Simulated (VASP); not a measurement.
# WC (Fm-3m) in VASP: notebook

WC is run at these levels: PBEsol; tasks: single point.

Program: VASP 6.6.1. These are calculated values, not measurements. Logs are shortened: lines on timing, memory, paths and dates and some standing lists are left out, and cuts for length are marked.

## 1. The cell of the first run

The structure is cubic, space group Fm-3m (No. 225). The conventional cell has a = 4.311 Å, b = 4.311 Å, c = 4.311 Å, α = 90.00°, β = 90.00°, γ = 90.00°. Within 2.9 Å of W (site symmetry m-3m) lie 6 C at 2.16 Å. Within 2.9 Å of C (site symmetry m-3m) lie 6 W at 2.16 Å.

## 2. Single point, PBEsol

Input file INCAR:

```
SYSTEM = WC
  PREC = Accurate
  ENCUT = 520
  EDIFF = 1E-6
  ISMEAR = 1
  SIGMA = 0.1
  LREAL = .False.
  LASPH = .True.
  NELM = 80
  ALGO = Normal
  ISIF = 2
  LWAVE = .False.
  LCHARG = .False.
  GGA = PS
  NBANDS = 16
```

Input file KPOINTS:

```
regular mesh
0
Gamma
  11 11 11
  0 0 0
```

Input file POSCAR:

```
WC
1.0
    0.0000000000      2.1552615241      2.1552615241
    2.1552615241      0.0000000000      2.1552615241
    2.1552615241      2.1552615241      0.0000000000
W C
1 1
Direct
    0.0000000000      0.0000000000      0.0000000000
    0.5000000000      0.5000000000      0.5000000000
```

Potentials or basis: VASP PAW PBE potentials, release 64 (W_sv, C).

Launch:

```bash
$ cat potpaw_PBE.64/W_sv/POTCAR potpaw_PBE.64/C/POTCAR > POTCAR
$ mpirun -np 1 vasp_std > vasp.out
```

OUTCAR:

```text
SYSTEM = WC
   PREC = Accurate
   ENCUT = 520
   EDIFF = 1E-6
   ISMEAR = 1
   LREAL = .False.
   LASPH = .True.
   NELM = 80
   ISIF = 2
   GGA = PS

 ion  position               nearest neighbor table
   1  0.000  0.000  0.000-   2 2.16   2 2.16   2 2.16   2 2.16   2 2.16   2 2.16
   2  0.500  0.500  0.500-   1 2.16   1 2.16   1 2.16   1 2.16   1 2.16   1 2.16

  LATTYP: Found a face centered cubic cell.
 ALAT       =     4.3105230482

  Lattice vectors:

 A1 = (   0.0000000000,   2.1552615241,   2.1552615241)
 A2 = (   2.1552615241,   0.0000000000,   2.1552615241)
 A3 = (   2.1552615241,   2.1552615241,   0.0000000000)

Analysis of symmetry for initial positions (statically):
=====================================================================
 Subroutine PRICEL returns:
 Original cell was already a primitive cell.

 Routine SETGRP: Setting up the symmetry group for a
 face centered cubic supercell.

 Subroutine GETGRP returns: Found 48 space group operations
 (whereof 48 operations were pure point group operations)
 out of a pool of 48 trial point group operations.

The static configuration has the point symmetry O_h .

Analysis of symmetry for dynamics (positions and initial velocities):
=====================================================================
 Subroutine PRICEL returns:
 Original cell was already a primitive cell.

 Routine SETGRP: Setting up the symmetry group for a
 face centered cubic supercell.

 Subroutine GETGRP returns: Found 48 space group operations
 (whereof 48 operations were pure point group operations)
 out of a pool of 48 trial point group operations.

The dynamic configuration has the point symmetry O_h .

 Subroutine INISYM returns: Found 48 space group operations
 (whereof 48 operations are pure point group operations),
 and found     1 'primitive' translations

----------------------------------------------------------------------------------------

                                     Primitive cell

  volume of cell :      20.0230

  direct lattice vectors                    reciprocal lattice vectors
     0.000000000  2.155261524  2.155261524    -0.231990408  0.231990408  0.231990408
     2.155261524  0.000000000  2.155261524     0.231990408 -0.231990408  0.231990408
     2.155261524  2.155261524  0.000000000     0.231990408  0.231990408 -0.231990408

  length of vectors
     3.048000078  3.048000078  3.048000078     0.401819173  0.401819173  0.401819173

[... 74 lines left out ...]
   ISPIN  =      1    spin polarized calculation?
   LNONCOLLINEAR =      F non collinear calculations
   LSORBIT =      F    spin-orbit coupling
   LASPH  =      T    aspherical Exc in radial PAW
   ENCUT  =  520.0 eV  38.22 Ry    6.18 a.u.   5.67  5.67  5.67*2*pi/ulx,y,z
   NELM   =     80;   NELMIN=  2; NELMDL= -5     # of ELM steps
   EDIFF  = 0.1E-05   stopping-criterion for ELM
   LREAL  =      F    real-space projection
   EDIFFG = 0.1E-04   stopping-criterion for IOM
   NSW    =      0    number of steps for IOM
   IBRION =     -1    ionic relax: 0-MD 1-quasi-New 2-CG
   NFREE  =      0    steps in history (QN), initial steepest desc. (CG)
   ISIF   =      2    stress and relaxation
   ISYM   =      2    0-nonsym 1-usesym 2-fastsym
   POTIM  = 0.5000    time-step for ionic-motion
   TEBEG  =    0.0;   TEEND  =   0.0 temperature during run
   PSTRESS=    0.0 pullay stress
   NELECT =      18.0000    total number of electrons
   NUPDOWN=      -1.0000    fix difference up-down
   EMIN   =  10.00;   EMAX   =-10.00  energy-range for DOS
   EFERMI =   0.00;   METHOD = LEGACY
   ISMEAR =     1;   SIGMA  =   0.10  broadening in eV -4-tet -1-fermi 0-gaus
   EFERMI_NEDOS =   21; number of points for ismear=-14 and -15
   IALGO  =     38    algorithm
   IMIX   =      4    mixing-type and parameters
     AMIX     =   0.40;   BMIX     =  1.00
     AMIX_MAG =   1.60;   BMIX_MAG =  1.00
  volume/ion in A,a.u.               =      10.01        67.56
  Fermi-wavevector in a.u.,A,eV,Ry     =   1.579995  2.985757 33.965366  2.496384
  Thomas-Fermi vector in A             =   2.680290
   LORBIT       =      0    0 simple, 1 ext, 2 COOP (PROOUT), +10 PAW based schemes
   GGA     = PS    functional components
   LHFCALC =     F    Hartree Fock is set to
   AEXX    =    0.0000 exact exchange contribution
   IVDW    =     0    specifies the selected vdW correction
   LEPSILON=     F    determine dielectric tensor
   LRPA    =     F    only Hartree local field effects (RPA)
 non-spin polarized calculation
 Methfessel and Paxton  Order N= 1 SIGMA  =   0.10
  energy-cutoff  :      520.00
  volume of cell :       20.02
 maximum number of plane-waves:       556
   NGX = 11   NGY = 11   NGZ = 11

 number of electron      17.9999999 magnetization

 Free energy of the ion-electron system (eV)
  ---------------------------------------------------
  ext. energy  EPLUGINS =         0.00000000
  ---------------------------------------------------
  free energy    TOTEN  =       -22.96344881 eV

  energy without entropy =      -22.96415188  energy(sigma->0) =      -22.96368317

 E-fermi :  13.0578     XC(G=0): -14.1301

 val. band max:       13.0344860239   @ k =  -0.2727   0.4545   0.1818
 cond. band min:      13.0665398412   @ k =   0.2727   0.2727   0.0000
 fundamental gap:      0.0320538172
 Fermi energy:        13.0577538870

 k-point     1 :       0.0000    0.0000    0.0000
  band No.  band energies     occupation
      1     -62.2865      2.00000
      2     -26.2777      2.00000
      3     -26.2777      2.00000
      4     -26.2777      2.00000
      5      -3.1785      2.00000
      6      10.0920      2.00000
[... 433 lines left out ...]
      3     -26.4399      2.00000
      4     -26.3119      2.00000
      5      -0.8897      2.00000
      6       5.8612      2.00000
[... 8 lines left out ...]
     15      26.1680      0.00000
     16      27.3408      0.00000

 [... further k-points ...]
[... 5 lines left out ...]
  --------------------------------------------------------------------------------------
  -------------------------------------------------------------------------------------
  Total        1.4039284      1.4039284      1.4039284      0.0000000     -0.0000000      0.0000000
  in kB      112.3377212    112.3377212    112.3377212      0.0000000     -0.0000000      0.0000000
  external PRESSURE =     112.3377212 kB  Pullay stress =       0.0000000 kB

 VOLUME and BASIS-vectors are now :
 -----------------------------------------------------------------------------
  energy-cutoff  :      520.00
  volume of cell :       20.02
      direct lattice vectors                 reciprocal lattice vectors
     0.000000000  2.155261524  2.155261524    -0.231990408  0.231990408  0.231990408
     2.155261524  0.000000000  2.155261524     0.231990408 -0.231990408  0.231990408
     2.155261524  2.155261524  0.000000000     0.231990408  0.231990408 -0.231990408

 POSITION                                       TOTAL-FORCE (eV/Angst)
 -----------------------------------------------------------------------------------
      0.00000      0.00000      0.00000         0.000000      0.000000      0.000000
      2.15526      2.15526      2.15526         0.000000     -0.000000     -0.000000
 -----------------------------------------------------------------------------------
    total drift:                                0.000000     -0.000000     -0.000000

  FREE ENERGIE OF THE ION-ELECTRON SYSTEM (eV)
  ---------------------------------------------------
  free  energy   TOTEN  =       -22.9634488092 eV

  energy  without entropy=      -22.9641518774  energy(sigma->0) =      -22.96368317
```

OSZICAR:

```text
N       E                     dE             d eps       ncg     rms          rms(c)
DAV:   1     0.107370383586E+03    0.10737E+03   -0.94715E+03  1800   0.126E+03
DAV:   2    -0.231904394804E+02   -0.13056E+03   -0.12589E+03  2192   0.333E+02
DAV:   3    -0.262727885208E+02   -0.30823E+01   -0.30729E+01  1880   0.487E+01
DAV:   4    -0.262868988994E+02   -0.14110E-01   -0.14110E-01  2392   0.380E+00
DAV:   5    -0.262869981963E+02   -0.99297E-04   -0.99297E-04  1920   0.297E-01    0.347E+01
DAV:   6    -0.230608713835E+02    0.32261E+01   -0.77695E+00  2192   0.269E+01    0.968E+00
DAV:   7    -0.229962540911E+02    0.64617E-01   -0.38913E-01  1816   0.506E+00    0.714E+00
DAV:   8    -0.229647924879E+02    0.31462E-01   -0.63302E-02  2040   0.204E+00    0.136E+00
DAV:   9    -0.229635367716E+02    0.12557E-02   -0.23567E-03  1896   0.425E-01    0.104E-01
DAV:  10    -0.229634478050E+02    0.88967E-04   -0.28481E-04  2208   0.195E-01    0.440E-02
DAV:  11    -0.229634492420E+02   -0.14370E-05   -0.82113E-06  1976   0.278E-02    0.920E-03
DAV:  12    -0.229634488092E+02    0.43282E-06   -0.56171E-07  1168   0.809E-03
   1 F= -.22963449E+02 E0= -.22963683E+02  d E =0.703068E-03
```

stdout:

```text
POSCAR found type information on POSCAR W C
 POSCAR found :  2 types and       2 ions
 scaLAPACK will be used
 -----------------------------------------------------------------------------
|                                                                             |
|                                                                             |
|     You enforced a specific xc type in the INCAR file but a different       |
|     I HOPE YOU KNOW WHAT YOU ARE DOING!                                     |
|                                                                             |
 -----------------------------------------------------------------------------

 LDA part: xc-table for (Slater+PW92), standard interpolation
 POSCAR, INCAR and KPOINTS ok, starting setup
 FFT: planning ... GRIDC
 FFT: planning ... GRID_SOFT
 FFT: planning ... GRID
 WAVECAR not read
 entering main loop
```

Wall time 5.9 s (1 thread of Intel Xeon 6975P-C (Granite Rapids), shared host); peak memory 0.14 GiB.

What came out:

| Property | Result |
| --- | --- |
| Free energy | -22.9634 eV |
| Pressure | 11.2 GPa |
| Band gap on the k mesh | zero (band 9 reaches 14.09 eV, above the bottom of band 10 at 10.77 eV) |

Levels at points of the mesh, in eV from the Fermi level:
| k point | band 7 | band 8 | band 9 | band 10 | band 11 | band 12 |
| --- | --- | --- | --- | --- | --- | --- |
| (0.00, 0.00, 0.00) | -2.97 | -2.97 | -1.13 | -1.13 | -1.13 | -1.03 |

Caveat: the PAW data sets were made with another functional, which shifts forces and pressure a little; spin-orbit coupling is left out, which moves the levels of the heavy elements.

## 3. Single point, PBEsol

This run uses another cell than the first one, of 10.31 Å³/atom, 1.030 times its volume.

Input file INCAR:

```
PREC = Accurate
ENCUT = 520
EDIFF = 1E-6
ISMEAR = 1
SIGMA = 0.1
LREAL = False
LASPH = True
NELM = 60
ALGO = Normal
ISIF = 2
LWAVE = False
LCHARG = True
GGA = PS
LELF = True
LVHAR = True
NBANDS = 16
```

Input file KPOINTS:

```
Automatic mesh
0
Gamma
  11 11 11
```

Input file POSCAR:

```
WC
1.0
    0.0000000000      2.1765337326      2.1765337326
    2.1765337326      0.0000000000      2.1765337326
    2.1765337326      2.1765337326      0.0000000000
W C
1 1
Direct
    0.0000000000      0.0000000000      0.0000000000
    0.5000000000      0.5000000000      0.5000000000
```

Potentials or basis: VASP PAW PBE potentials, release 64 (W_sv, C).

Launch:

```bash
$ cat potpaw_PBE.64/W_sv/POTCAR potpaw_PBE.64/C/POTCAR > POTCAR
$ mpirun -np 1 vasp_std > vasp.out
```

It took 5.8 s on 1 thread of Intel Xeon 6975P-C (Granite Rapids), shared host; peak memory 0.15 GiB.

It converged, with:

```
Free energy            : -22.9826 eV
Pressure               : -0.9 GPa
Band gap on the k mesh : zero (band 9 reaches 13.57 eV, above the bottom of band 10 at 10.39 eV)
```

Levels at points of the mesh, in eV from the Fermi level:
```tsv
k point	band 5	band 6	band 7	band 8	band 9	band 10	band 11	band 12	band 13	band 14
(0.00, 0.00, 0.00)	-15.97	-2.85	-2.85	-2.85	-1.07	-1.07	-1.07	-1.00	-1.00	6.78
```

Caveat: the PAW data sets were made with another functional, which shifts forces and pressure a little; spin-orbit coupling is left out, which moves the levels of the heavy elements.
